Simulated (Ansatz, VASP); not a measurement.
Two plane-wave programs on LiH

INCAR

```
PREC = Accurate
ENCUT = 520
EDIFF = 1E-6
ISMEAR = 0
SIGMA = 0.01
LREAL = False
LASPH = True
NELM = 80
ALGO = Normal
ISIF = 2
LWAVE = False
LCHARG = True
GGA = PS
LELF = True
LVHAR = True
NBANDS = 9
```

The input KPOINTS:

```
regular mesh
0
Gamma
  6 6 6
```

POSCAR

```
LiH
1.0
    0.0000000000      1.9984726907      1.9984726907
    1.9984726907      0.0000000000      1.9984726907
    1.9984726907      1.9984726907      0.0000000000
Li H
1 1
Direct
    0.0000000000      0.0000000000      0.0000000000
    0.5000000000      0.5000000000      0.5000000000
```

Input for Ansatz:

```yaml
crystal:
  lattice:
    - [0.0, 1.9984726907, 1.9984726907]
    - [1.9984726907, 0.0, 1.9984726907]
    - [1.9984726907, 1.9984726907, 0.0]
  atoms:
    - { symbol: Li, position: [0.0, 0.0, 0.0] }
    - { symbol: H, position: [0.5, 0.5, 0.5] }
kpoints:
  mp_grid: { grid: [6, 6, 6] }
hamiltonian:
  xc: pbesol
scf:
  occupations: { method: fixed }
output:
  optics:
    e_range: [0.5, 30]
    de: 0.05
    sigma: 0.03
    scissors: 2.5
    scheme: fermi_dirac
    bands: auto
```

Alike in both runs: task single point; functional PBEsol; k mesh 6 × 6 × 6; no spin polarisation.

|  | VASP | Ansatz |
| --- | --- | --- |
| version | VASP 6.6.1 | Ansatz 0.2.0 |
| potentials or method | VASP PAW PBE potentials, release 64 (Li_sv, H) | plane waves, PAW |
| plane-wave cutoff (eV) | 520 | 420 |
| occupations | gaussian, width 0.01 eV | fixed |
| valence electrons in the cell | 4 | 4 |

```tsv
	VASP	Ansatz	Ansatz less VASP
gap on the k mesh at the Fermi level (eV)	2.74	2.74	0.000
```

VASP's potentials were made for PBE, not for PBEsol.

The k mesh is coarse, so the values compare programs but aren't converged. Noted on VASP's run: the cutoff is short for stress, so the pressure is rough.
